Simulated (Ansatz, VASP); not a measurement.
## Nb in VASP and in Ansatz

```
Nb
1.0
     0.00000    2.98450    2.98450
     2.98450    0.00000    2.98450
     2.98450    2.98450    0.00000
Nb
2
Cartesian
  0.7461 0.7461 0.7461
  5.2229 5.2229 5.2229
```

Alike in both runs: functional RPBE; k mesh 9 × 9 × 9; occupations fermi-dirac, width 0.1 eV; no spin polarisation.

Ansatz relaxed the structure, and its values are those at the end. VASP's run is a single point on that final structure, the one shown.

```csv
,VASP,Ansatz
version,VASP 6.6.1,Ansatz 0.2.0
potentials or method,"VASP PAW PBE potentials, release 64 (Nb_sv), cutoff 520 eV","plane waves (420 eV) with PAW, scalar-relativistic"
valence electrons in the cell,26,26
```

```csv
,VASP,Ansatz,Ansatz less VASP
pressure (GPa),-0.1,0.0,+0.03
```

VASP's potentials were made for PBE, not for RPBE.
